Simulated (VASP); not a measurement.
Input of a VASP 6.6.1 run:

INCAR

```
ALGO = Normal
EDIFF = 1E-7
EDIFFG = -0.005
ENCUT = 600
GGA = CA
IBRION = 2
ISIF = 3
ISMEAR = -1
LASPH = T
LCHARG = F
LREAL = F
LWAVE = F
NELM = 60
NSW = 80
PREC = Accurate
SIGMA = 0.02
```

Contents of KPOINTS:

```
k-points
0
Gamma
  6 6 6
```

Contents of POSCAR:

```
CdTe
1.0
    0.0000000000      3.3090599595      3.3090599595
    3.3090599595      0.0000000000      3.3090599595
    3.3090599595      3.3090599595      0.0000000000
Cd Te
1 1
Direct
    0.0000000000      0.0000000000      0.0000000000
    0.2500000000      0.2500000000      0.2500000000
```

Potentials or basis: VASP PAW LDA potentials, release 64 (Cd, Te).

Command:

```sh
$ cat potpaw_LDA.64/Cd/POTCAR potpaw_LDA.64/Te/POTCAR > POTCAR
$ mpirun -np 1 vasp_std > vasp.out
```

Question: What does it give for the space group after relaxing (to 0.05 Å)?

Answer: F-43m (No. 216).

Question: Predict the band gap on the k mesh.

Answer: 0.64 eV, direct.

Question: Estimate the relaxed cell.

Answer: a = 4.540 Å, b = 4.540 Å, c = 4.540 Å, α = 60.00°, β = 60.00°, γ = 60.00°.

Final structure:
```cif
data_structure
_symmetry_space_group_name_H-M 'P 1'
_symmetry_Int_Tables_number 1
_cell_length_a 4.5397
_cell_length_b 4.5397
_cell_length_c 4.5397
_cell_angle_alpha 60.000
_cell_angle_beta 60.000
_cell_angle_gamma 60.000
_cell_volume 66.16
loop_
_atom_site_label
_atom_site_type_symbol
_atom_site_fract_x
_atom_site_fract_y
_atom_site_fract_z
_atom_site_occupancy
Cd1 Cd 0.00000 0.00000 0.00000 1
Te1 Te 0.25000 0.25000 0.25000 1
```

Caveat: spin-orbit coupling is left out, which moves the levels of the heavy elements. Zero-point motion and thermal expansion aren't in these numbers.
